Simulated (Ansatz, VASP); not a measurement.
Cu: VASP beside Ansatz

File INCAR:

```
SYSTEM = Cu
ALGO = Normal ; EDIFF = 1E-6
ENCUT = 600 ; GGA = PE
GGA_COMPAT = .False. ; ISIF = 2
ISMEAR = 1 ; LASPH = .True.
LCHARG = .False. ; LREAL = .False.
LWAVE = .False. ; NBANDS = 18
NELM = 120 ; PREC = Accurate
SIGMA = 0.48
```

File KPOINTS:

```
k-points
0
Gamma
  6 6 4
  0 0 0
```

File POSCAR:

```
Cu
1.0
    2.5340966698      0.0000000000      0.0000000000
   -1.2670483349      2.1945920917      0.0000000000
    0.0000000000      0.0000000000      4.1125710000
Cu
2
Direct
    0.3333333333      0.6666666667      0.2500000000
    0.6666666667      0.3333333333      0.7500000000
```

Input for Ansatz:

```yaml
crystal:
  lattice:
    - [2.5340966698, 0.0, 0.0]
    - [-1.2670483349, 2.1945920917, 0.0]
    - [0.0, 0.0, 4.112571]
  atoms:
    - { symbol: Cu, position: [0.3333333333, 0.6666666667, 0.25] }
    - { symbol: Cu, position: [0.6666666667, 0.3333333333, 0.75] }
basis:
  ecutwfc: 420
kpoints:
  mp_grid: { grid: [6, 6, 4] }
hamiltonian:
  xc: pbe
scf:
  occupations: { method: methfessel_paxton, width: 0.48 }
  max_iter: 53
output:
  forces: true
  stress: true
  eigenvalues: true
```

Alike in both runs: task single point; functional PBE; k mesh 6 × 6 × 4; occupations methfessel-paxton of order 1, width 0.48 eV; no spin polarisation.

```csv
,VASP,Ansatz
version,VASP 6.6.1,Ansatz 0.2.0
potentials or method,"VASP PAW PBE potentials, release 64 (Cu), cutoff 600 eV","scalar-relativistic, plane waves, PAW"
valence electrons in the cell,22,38
```

Ansatz gave:

| Property | Result |
| --- | --- |
| gap on the k mesh at the Fermi level (eV) | none |
| pressure (GPa) | 7.7 |
| traceless stress, the component that is largest in VASP (GPa) | -1.14 |

Task: Which values does VASP return?

Result: gap on the k mesh at the Fermi level (eV): none; pressure (GPa): 8.3; traceless stress, the component that is largest in VASP (GPa): -1.18.

A gap of «none» marks a metal or a gap that the smearing closes. VASP's potentials hold 22 valence electrons a cell and Ansatz's 38, so a difference there can come from the potentials and not from the codes.

The k mesh is coarse, so the values compare programs but aren't converged.
